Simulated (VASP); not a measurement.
Runs of VASP 6.6.1 on InP3. Symmetry: R-3m, No. 166, trigonal system. Conventional cell: a = 7.449 Å, b = 7.449 Å, c = 9.885 Å, α = 90.00°, β = 90.00°, γ = 120.00°. Within 3.5 Å of In (site symmetry 3m) lie 6 P at 2.64 to 2.90 Å. P (site symmetry m) has 2 P at 2.20 Å and 2 In at 2.64 to 2.90 Å within 2.9 Å. 

| smearing | gap on the mesh (eV) | pressure (GPa) | largest force (eV/Å) |
| --- | --- | --- | --- |
| fermi-dirac 0.01 eV | none | -0.2 | 0.16 |
| gaussian 0.3 eV | none | -0.2 | (a) |
| gaussian 0.5 eV | none | -0.1 | 0.14 |
| fermi-dirac 0.02 eV | none | -0.2 | 0.16 |
| fermi-dirac 0.1 eV | none | -0.2 | 0.14 |

Alike in all rows: task single point; level PBEsol; potentials or basis VASP PAW PBE potentials, release 64 (In_d, P); no spin polarisation; cell as given; k mesh 6 × 6 × 6; cutoff (eV) 520.

Question: Fill in the values left out.

Answer: (a) 0.13.

Caveats: the PAW data sets were made with another functional, which shifts forces and pressure a little; spin-orbit coupling is left out, which moves the levels of the heavy elements.

A k mesh can miss the band edges, and the runs leave out spin-orbit coupling on In.

A gap of «none» marks levels without a gap at the run's occupations.
